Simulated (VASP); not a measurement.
# Sn3P4 (Pm-3m) in VASP: further runs

Sn3P4 is run at these levels: PBE; tasks: relaxation of cell and atoms.

Program: VASP 6.6.1. These are calculated values, not measurements. Logs are shortened: lines on timing, memory, paths and dates and some standing lists are left out, and cuts for length are marked.

**1. The cell of the first run**

The structure is cubic, space group Pm-3m (No. 221). Conventional cell: a = 5.125 Å, b = 5.125 Å, c = 5.125 Å, α = 90.00°, β = 90.00°, γ = 90.00°. Sn (site symmetry 4/mmm) has 6 P at 2.56 Å within 3.4 Å. Within 3.4 Å of P (site symmetry 4/mmm) lie 4 Sn at 2.56 Å. P (site symmetry m-3m) has 6 Sn at 2.56 Å within 3.4 Å.

**2. Relaxation of cell and atoms, PBE (atoms taken out)**

File INCAR:

```
SYSTEM = Sn3P4
ALGO = Normal
EDIFF = 1E-7
EDIFFG = -0.04
ENCUT = 600
GGA = PE
IBRION = 2
ISIF = 3
ISMEAR = 0
LASPH = .True.
LCHARG = .False.
LREAL = .False.
LWAVE = .False.
NELM = 100
NSW = 90
PREC = Accurate
SIGMA = 0.1
```

File KPOINTS:

```
k-points
0
Gamma
  4 4 4
  0 0 0
```

File POSCAR:

```
Sn3P4
1.0
    5.1249344500      0.0000000000      0.0000000000
    0.0000000000      5.1249344500      0.0000000000
    0.0000000000      0.0000000000      5.1249344500
Sn P
3 4
Direct
    0.5000000000      0.0000000000      0.0000000000
    0.0000000000      0.5000000000      0.0000000000
    0.0000000000      0.0000000000      0.5000000000
    0.0000000000      0.5000000000      0.5000000000
    0.5000000000      0.0000000000      0.5000000000
    0.5000000000      0.5000000000      0.0000000000
    0.0000000000      0.0000000000      0.0000000000
```

Potentials or basis: VASP PAW PBE potentials, release 64 (Sn_d, P).

Run with:

```sh
cat potpaw_PBE.64/Sn_d/POTCAR potpaw_PBE.64/P/POTCAR > POTCAR
mpirun -np 1 vasp_std > vasp.out
```

OUTCAR:

```text
SYSTEM = Sn3P4
   EDIFF = 1E-7
   EDIFFG = -0.04
   ENCUT = 600
   GGA = PE
   IBRION = 2
   ISIF = 3
   ISMEAR = 0
   LASPH = .True.
   LREAL = .False.
   NELM = 100
   NSW = 90
   PREC = Accurate

 ion  position               nearest neighbor table
   1  0.500  0.000  0.000-   5 2.56   6 2.56   7 2.56   5 2.56   6 2.56   7 2.56   3 3.62   2 3.62
                             2 3.62   2 3.62   3 3.62   3 3.62   3 3.62   2 3.62
   2  0.000  0.500  0.000-   4 2.56   6 2.56   7 2.56   4 2.56   7 2.56   6 2.56   3 3.62   1 3.62
                             3 3.62   1 3.62   3 3.62   1 3.62   3 3.62   1 3.62
   3  0.000  0.000  0.500-   4 2.56   5 2.56   7 2.56   7 2.56   4 2.56   5 2.56   2 3.62   2 3.62
                             2 3.62   1 3.62   2 3.62   1 3.62   1 3.62   1 3.62
   4  0.000  0.500  0.500-   2 2.56   3 2.56   2 2.56   3 2.56
   5  0.500  0.000  0.500-   1 2.56   3 2.56   1 2.56   3 2.56
   6  0.500  0.500  0.000-   1 2.56   2 2.56   1 2.56   2 2.56
   7  0.000  0.000  0.000-   1 2.56   2 2.56   3 2.56   3 2.56   2 2.56   1 2.56

  LATTYP: Found a simple cubic cell.
 ALAT       =     5.1249344500

  Lattice vectors:

 A1 = (   5.1249344500,   0.0000000000,   0.0000000000)
 A2 = (   0.0000000000,   5.1249344500,   0.0000000000)
 A3 = (   0.0000000000,   0.0000000000,   5.1249344500)

Analysis of symmetry for initial positions (statically):
=====================================================================
 Subroutine PRICEL returns:
 Original cell was already a primitive cell.

 Routine SETGRP: Setting up the symmetry group for a
 simple cubic supercell.

 Subroutine GETGRP returns: Found 48 space group operations
 (whereof 48 operations were pure point group operations)
 out of a pool of 48 trial point group operations.

The static configuration has the point symmetry O_h .

Analysis of symmetry for dynamics (positions and initial velocities):
=====================================================================
 Subroutine PRICEL returns:
 Original cell was already a primitive cell.

 Routine SETGRP: Setting up the symmetry group for a
 simple cubic supercell.

 Subroutine GETGRP returns: Found 48 space group operations
 (whereof 48 operations were pure point group operations)
 out of a pool of 48 trial point group operations.

The dynamic configuration has the point symmetry O_h .

 Subroutine INISYM returns: Found 48 space group operations
 (whereof 48 operations are pure point group operations),
 and found     1 'primitive' translations

----------------------------------------------------------------------------------------

                                     Primitive cell

  volume of cell :     134.6062

  direct lattice vectors                    reciprocal lattice vectors
     5.124934450  0.000000000  0.000000000     0.195124447  0.000000000  0.000000000
     0.000000000  5.124934450  0.000000000     0.000000000  0.195124447  0.000000000
     0.000000000  0.000000000  5.124934450     0.000000000  0.000000000  0.195124447
[... 71 lines left out ...]
   ISTART =      0    job   : 0-new  1-cont  2-samecut
   ICHARG =      2    charge: 1-file 2-atom 10-const
   ISPIN  =      1    spin polarized calculation?
   LNONCOLLINEAR =      F non collinear calculations
   LSORBIT =      F    spin-orbit coupling
   LASPH  =      T    aspherical Exc in radial PAW
   ENCUT  =  600.0 eV  44.10 Ry    6.64 a.u.  10.24 10.24 10.24*2*pi/ulx,y,z
   NELM   =    100;   NELMIN=  2; NELMDL= -5     # of ELM steps
   EDIFF  = 0.1E-06   stopping-criterion for ELM
   LREAL  =      F    real-space projection
   EDIFFG = -.4E-01   stopping-criterion for IOM
   NSW    =     90    number of steps for IOM
   IBRION =      2    ionic relax: 0-MD 1-quasi-New 2-CG
   NFREE  =      1    steps in history (QN), initial steepest desc. (CG)
   ISIF   =      3    stress and relaxation
   ISYM   =      2    0-nonsym 1-usesym 2-fastsym
   POTIM  = 0.5000    time-step for ionic-motion
   TEBEG  =    0.0;   TEEND  =   0.0 temperature during run
   PSTRESS=    0.0 pullay stress
   NELECT =      62.0000    total number of electrons
   NUPDOWN=      -1.0000    fix difference up-down
   EMIN   =  10.00;   EMAX   =-10.00  energy-range for DOS
   EFERMI =   0.00;   METHOD = LEGACY
   ISMEAR =     0;   SIGMA  =   0.10  broadening in eV -4-tet -1-fermi 0-gaus
   EFERMI_NEDOS =   21; number of points for ismear=-14 and -15
   IALGO  =     38    algorithm
   IMIX   =      4    mixing-type and parameters
     AMIX     =   0.40;   BMIX     =  1.00
     AMIX_MAG =   1.60;   BMIX_MAG =  1.00
  volume/ion in A,a.u.               =      19.23       129.77
  Fermi-wavevector in a.u.,A,eV,Ry     =   1.264301  2.389182 21.748321  1.598457
  Thomas-Fermi vector in A             =   2.397613
   LORBIT       =      0    0 simple, 1 ext, 2 COOP (PROOUT), +10 PAW based schemes
   GGA     = PE    functional components
   LHFCALC =     F    Hartree Fock is set to
   AEXX    =    0.0000 exact exchange contribution
   IVDW    =     0    specifies the selected vdW correction
   LEPSILON=     F    determine dielectric tensor
   LRPA    =     F    only Hartree local field effects (RPA)
 conjugate gradient relaxation of ions
 non-spin polarized calculation
 Gauss-broadening in eV      SIGMA  =   0.10
  energy-cutoff  :      600.00
  volume of cell :      134.61
 maximum number of plane-waves:      4632
 NGX is ok and might be reduce to    42
   NGX = 21   NGY = 21   NGZ = 21

--------------------------------------- Ionic step        1  -------------------------------------------

 number of electron      61.9999986 magnetization

 Free energy of the ion-electron system (eV)
  ---------------------------------------------------
  ext. energy  EPLUGINS =         0.00000000
  ---------------------------------------------------
  free energy    TOTEN  =       -29.29229919 eV

  energy without entropy =      -29.27465075  energy(sigma->0) =      -29.28347497

 E-fermi :   8.6389     XC(G=0): -10.7770

 val. band max:        8.6003940710   @ k =   0.2500   0.0000   0.0000
 cond. band min:       8.7053918187   @ k =   0.5000   0.2500   0.2500
 fundamental gap:      0.1049977477
 Fermi energy:         8.6388823502

 k-point     1 :       0.0000    0.0000    0.0000
  band No.  band energies     occupation
      1     -13.1354      2.00000
      2     -13.0135      2.00000
      3     -13.0135      2.00000
      4     -12.9584      2.00000
      5     -12.9584      2.00000
      6     -12.9584      2.00000
[... 470 lines left out ...]
--------------------------------------- Ionic step        3  -------------------------------------------

 number of electron      61.9999959 magnetization

 Free energy of the ion-electron system (eV)
  ---------------------------------------------------
  ext. energy  EPLUGINS =         0.00000000
  ---------------------------------------------------
  free energy    TOTEN  =       -30.69839626 eV

  energy without entropy =      -30.67716369  energy(sigma->0) =      -30.68777997

 E-fermi :   6.3904     XC(G=0):  -9.9261

 val. band max:        6.3731047366   @ k =   0.2500   0.0000   0.0000
 cond. band min:       6.4625861911   @ k =   0.5000   0.2500   0.2500
 fundamental gap:      0.0894814545
 Fermi energy:         6.3903868783

 k-point     1 :       0.0000    0.0000    0.0000
  band No.  band energies     occupation
      1     -15.1891      2.00000
      2     -15.1232      2.00000
      3     -15.1232      2.00000
      4     -15.1076      2.00000
      5     -15.1076      2.00000
      6     -15.1076      2.00000
[... 423 lines left out ...]
  FREE ENERGIE OF THE ION-ELECTRON SYSTEM (eV)
  ---------------------------------------------------
  free  energy   TOTEN  =       -30.6983962578 eV

  energy  without entropy=      -30.6771636883  energy(sigma->0) =      -30.68777997

 reached required accuracy - stopping structural energy minimisation
```

OSZICAR:

```text
N       E                     dE             d eps       ncg     rms          rms(c)
DAV:   1     0.667590747590E+03    0.66759E+03   -0.31820E+04   773   0.250E+03
DAV:   2     0.761679265906E+02   -0.59142E+03   -0.57715E+03   740   0.658E+02
DAV:   3    -0.239829017954E+02   -0.10015E+03   -0.95745E+02   861   0.207E+02
[... 38 lines left out ...]
DAV:   9    -0.306983969766E+02   -0.17291E-05   -0.54456E-06   811   0.149E-02    0.324E-03
DAV:  10    -0.306983961619E+02    0.81468E-06   -0.69918E-07   701   0.570E-03    0.119E-03
DAV:  11    -0.306983960315E+02    0.13042E-06   -0.28852E-07   592   0.221E-03    0.509E-04
DAV:  12    -0.306983962398E+02   -0.20830E-06   -0.21302E-08   450   0.890E-04    0.179E-04
DAV:  13    -0.306983962578E+02   -0.17958E-07   -0.55148E-09   425   0.525E-04
   3 F= -.30698396E+02 E0= -.30687780E+02  d E =-.140610E+01
```

CONTCAR:

```text
Sn3P4
   1.00000000000000
     5.4528961914814325   -0.0000000000000000   -0.0000000000000000
     0.0000000000000000    5.4528961914814325    0.0000000000000000
     0.0000000000000000    0.0000000000000000    5.4528961914814325
  Sn              P
     3     4
Direct
     0.5000000000000000    0.0000000000000000    0.0000000000000000
     0.0000000000000000    0.5000000000000000    0.0000000000000000
     0.0000000000000000    0.0000000000000000    0.5000000000000000
     0.0000000000000000    0.5000000000000000    0.5000000000000000
     0.5000000000000000    0.0000000000000000    0.5000000000000000
     0.5000000000000000    0.5000000000000000    0.0000000000000000
     0.0000000000000000    0.0000000000000000    0.0000000000000000

  0.00000000E+00  0.00000000E+00  0.00000000E+00
  0.00000000E+00  0.00000000E+00  0.00000000E+00
  0.00000000E+00  0.00000000E+00  0.00000000E+00
  0.00000000E+00  0.00000000E+00  0.00000000E+00
  0.00000000E+00  0.00000000E+00  0.00000000E+00
  0.00000000E+00  0.00000000E+00  0.00000000E+00
  0.00000000E+00  0.00000000E+00  0.00000000E+00
```

Wall time 81 s (1 thread of AMD EPYC 9R45 (Zen 5), shared host); peak memory 0.25 GiB.

Results:

```
Free energy                           : -30.6984 eV
Relaxed volume                        : 23.16 Å³/atom
Relaxed cell                          : a = 5.453 Å, b = 5.453 Å, c = 5.453 Å, α = 90.00°, β = 90.00°, γ = 90.00°
Space group after relaxing (to 0.1 Å) : Pm-3m (No. 221)
Energy gained by relaxing             : 200.9 meV/atom
Ionic steps                           : 3
Pressure after relaxing               : 0.0 GPa
Band gap on the k mesh                : zero (bands 31 and 32 overlap by 1.02 eV)
```

Step by step:
| step | energy change (eV) | largest force (eV/Å) | pressure (GPa) | volume (Å³) |
| --- | --- | --- | --- | --- |
| 1 | 0.0000 | 0.0000 | 19.69 | 134.61 |
| 2 | -0.8282 | 0.0000 | -6.72 | 186.09 |
| 3 | -1.4061 | 0.0000 | -0.05 | 162.14 |

Final structure:
```
Sn P
1.0
     5.45290    0.00000    0.00000
     0.00000    5.45290    0.00000
     0.00000    0.00000    5.45290
Sn P
3 4
Direct
  0.50000 0.00000 0.00000
  0.00000 0.50000 0.00000
  0.00000 0.00000 0.50000
  0.00000 0.50000 0.50000
  0.50000 0.00000 0.50000
  0.50000 0.50000 0.00000
  0.00000 0.00000 0.00000
```

Levels at points of the mesh, in eV from the Fermi level:
```tsv
k point	band 28	band 29	band 30	band 31	band 32	band 33	band 34	band 35
(0.00, 0.00, 0.00)	-2.21	-2.21	-2.21	-1.89	0.26	0.26	0.26	3.33
(0.50, 0.00, 0.00)	-2.33	-1.49	-0.30	-0.30	-0.03	0.54	1.41	3.06
(0.50, 0.50, 0.00)	-0.86	-0.75	-0.75	0.09	0.88	1.39	1.39	2.37
(0.50, 0.50, 0.50)	-0.43	-0.43	0.68	0.68	1.56	1.56	1.60	1.81
```

Caveat: the cell differs from its parent crystal (atoms taken out); the volume moved by over 15 % at a fixed basis, so the end points are rough; spin-orbit coupling is left out, which moves the levels of the heavy elements.

**3. Relaxation of cell and atoms, PBE (atoms taken out)**

File INCAR:

```
ALGO = Normal ; EDIFF = 1E-6
EDIFFG = -0.01 ; ENCUT = 600
GGA = PE ; IBRION = 2
ISIF = 3 ; ISMEAR = 0
LASPH = True ; LCHARG = False
LREAL = False ; LWAVE = False
NELM = 60 ; NSW = 100
PREC = Accurate ; SIGMA = 0.1
```

File KPOINTS:

```
k-points
0
Gamma
  8 8 8
```

POSCAR, as its differences from that of step 2:

```diff
@@ -2,5 +2,5 @@
 1.0
-    5.1249344500      0.0000000000      0.0000000000
-    0.0000000000      5.1249344500      0.0000000000
-    0.0000000000      0.0000000000      5.1249344500
+    5.4520561056      0.0000000000      0.0000000000
+    0.0000000000      5.4520561056      0.0000000000
+    0.0000000000      0.0000000000      5.4520561056
 Sn P
```

Potentials or basis: VASP PAW PBE potentials, release 64 (Sn_d, P).

Run with:

```sh
cat potpaw_PBE.64/Sn_d/POTCAR potpaw_PBE.64/P/POTCAR > POTCAR
mpirun -np 1 vasp_std > vasp.out
```

It took 3 min on 1 thread of AMD EPYC 9R45 (Zen 5), shared host; peak memory 0.43 GiB.

The run converged. Its results:

```yaml
Free_energy: -30.5147 eV
Relaxed_volume: 23.10 Å³/atom
Relaxed_cell: a = 5.448 Å, b = 5.448 Å, c = 5.448 Å, α = 90.00°, β = 90.00°, γ = 90.00°
Space_group_after_relaxing_to_0.1_Å: Pm-3m (No. 221)
Energy_gained_by_relaxing: 0.0 meV/atom
Ionic_steps: 2
Pressure_after_relaxing: 0.1 GPa
Band_gap_on_the_k_mesh: zero (bands 31 and 32 overlap by 1.03 eV)
```

Final structure:
```cif
data_structure
_symmetry_space_group_name_H-M 'P 1'
_symmetry_Int_Tables_number 1
_cell_length_a 5.4483
_cell_length_b 5.4483
_cell_length_c 5.4483
_cell_angle_alpha 90.000
_cell_angle_beta 90.000
_cell_angle_gamma 90.000
_cell_volume 161.73
loop_
_atom_site_label
_atom_site_type_symbol
_atom_site_fract_x
_atom_site_fract_y
_atom_site_fract_z
_atom_site_occupancy
Sn1 Sn 0.50000 0.00000 0.00000 1
Sn2 Sn 0.00000 0.50000 0.00000 1
Sn3 Sn 0.00000 0.00000 0.50000 1
P1 P 0.00000 0.50000 0.50000 1
P2 P 0.50000 0.00000 0.50000 1
P3 P 0.50000 0.50000 0.00000 1
P4 P 0.00000 0.00000 0.00000 1
```

Levels at points of the mesh, in eV from the Fermi level:
```tsv
k point	band 28	band 29	band 30	band 31	band 32	band 33	band 34	band 35
(0.00, 0.00, 0.00)	-2.31	-2.31	-2.31	-1.97	0.19	0.19	0.19	3.23
(0.50, 0.00, 0.00)	-2.44	-1.57	-0.37	-0.37	-0.12	0.46	1.32	2.97
(0.50, 0.50, 0.00)	-0.96	-0.85	-0.85	0.02	0.78	1.30	1.30	2.29
(0.50, 0.50, 0.50)	-0.53	-0.53	0.62	0.62	1.46	1.46	1.50	1.72
```

Caveat: the cell differs from its parent crystal (atoms taken out); spin-orbit coupling is left out, which moves the levels of the heavy elements.

The gap in the log of VASP goes by the Fermi energy; the results here count the filled bands.